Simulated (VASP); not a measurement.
A run of VASP 6.6.1 is set up as follows.

File INCAR:

```
ALGO = Normal ; EDIFF = 1E-6
ENCUT = 500 ; GGA = PS
GGA_COMPAT = False ; ISIF = 2
ISMEAR = 0 ; LASPH = True
LCHARG = False ; LREAL = False
LWAVE = False ; NBANDS = 11
NELM = 120 ; PREC = Accurate
SIGMA = 0.02
```

The input KPOINTS:

```
k-points
0
Gamma
  8 8 8
```

POSCAR

```
AlP
1.0
    0.0000000000      2.7059791586      2.7059791586
    2.7059791586      0.0000000000      2.7059791586
    2.7059791586      2.7059791586      0.0000000000
Al P
1 1
Direct
    0.0000000000      0.0000000000      0.0000000000
    0.7500000000      0.7500000000      0.7500000000
```

Potentials or basis: VASP PAW PBE potentials, release 64 (Al, P).

Launch:

```sh
$ cat potpaw_PBE.64/Al/POTCAR potpaw_PBE.64/P/POTCAR > POTCAR
$ mpirun -np 1 vasp_std > vasp.out
```

Problem. What does it give for the band gap on the k mesh?

Solution. 1.38 eV, indirect (least direct gap 3.43 eV).

Problem. What does it give for the pressure?

Solution. 3.0 GPa.

Caveat: the PAW data sets were made with another functional, which shifts forces and pressure a little. Expect the measured gap to be larger: semilocal functionals such as PBEsol lack the derivative discontinuity.
